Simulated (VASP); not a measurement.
Ru2Pb: single point with PBE

The system is Ru2Pb.

```
CELL_PARAMETERS angstrom
4.70705 0.00000 0.00000
-2.35353 4.07643 0.00000
0.00000 0.00000 2.99223
ATOMIC_POSITIONS crystal
Ru 0.33333 0.66667 0.50000
Ru 0.66667 0.33333 0.50000
Pb 0.00000 0.00000 0.00000
```

```yaml
Program: VASP 6.6.1
Task: single point
Functional: PBE
Potentials_or_basis: VASP PAW PBE potentials, release 64 (Ru_pv, Pb_d)
Cutoff: 520 eV
k_mesh: 6 × 6 × 6
Occupations: gaussian, width 0.1 eV
Spin: no spin polarisation
```

* Pressure: -11.9 GPa
* Band gap on the k mesh: zero (band 21 reaches 9.91 eV, above the bottom of band 22 at 9.36 eV)

Stress tensor (GPa, compression positive):
```
-16.33   0.00   0.00
  0.00 -16.33   0.00
  0.00   0.00  -3.03
```

Levels at points of the mesh, in eV from the Fermi level:
```tsv
k point	band 18	band 19	band 20	band 21	band 22	band 23	band 24	band 25
(0.00, 0.00, 0.00)	-1.96	-0.93	-0.93	0.18	0.38	0.38	3.87	3.87
(0.50, 0.00, 0.00)	-1.56	-1.04	-0.92	-0.01	0.06	0.43	0.55	3.13
(0.00, 0.00, 0.50)	-1.53	-1.53	-1.51	-1.51	0.78	1.55	4.11	4.90
(0.50, 0.00, 0.50)	-2.30	-0.80	-0.54	0.14	1.02	1.02	1.65	3.87
```

Wall time 18 s on 1 thread of Intel(R) Xeon(R) 6975P-C (Granite Rapids), with other jobs on the host, peak memory 0.19 GiB.

Caveat: spin-orbit coupling is left out, which moves the levels of the heavy elements.
